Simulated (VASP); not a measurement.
Crystal: BAs.

```
B As
1.0
     3.36586    0.00000    0.00000
    -1.68293    2.91492    0.00000
     0.00000    0.00000    8.74460
B As
2 2
Direct
  0.33333 0.66667 0.25000
  0.66667 0.33333 0.75000
  0.66667 0.33333 0.25000
  0.33333 0.66667 0.75000
```

Base run:

```yaml
Program: VASP 6.6.1
Functional: r2SCAN
Potentials_or_basis: VASP PAW PBE potentials, release 64 (B, As)
Cutoff: 520 eV
k_mesh: 9 × 9 × 2
Occupations: gaussian, width 0.01 eV
Spin: no spin polarisation
```

Its results: band gap on the k mesh 0.95 eV; pressure 0.2 GPa.

The run is repeated on the same cell with these changes: functional from r2SCAN to PBE. What comes out?

Band gap on the k mesh 0.72 eV; pressure 2.1 GPa.

Caveats: an odd mesh through Γ misses points on the zone boundary, where band edges can lie; the PAW data sets were made with another functional, which shifts forces and pressure a little (at least some runs); this functional lacks dispersion, which binds the layers, so the pressure and a relaxed spacing across them are unreliable (at least some runs).
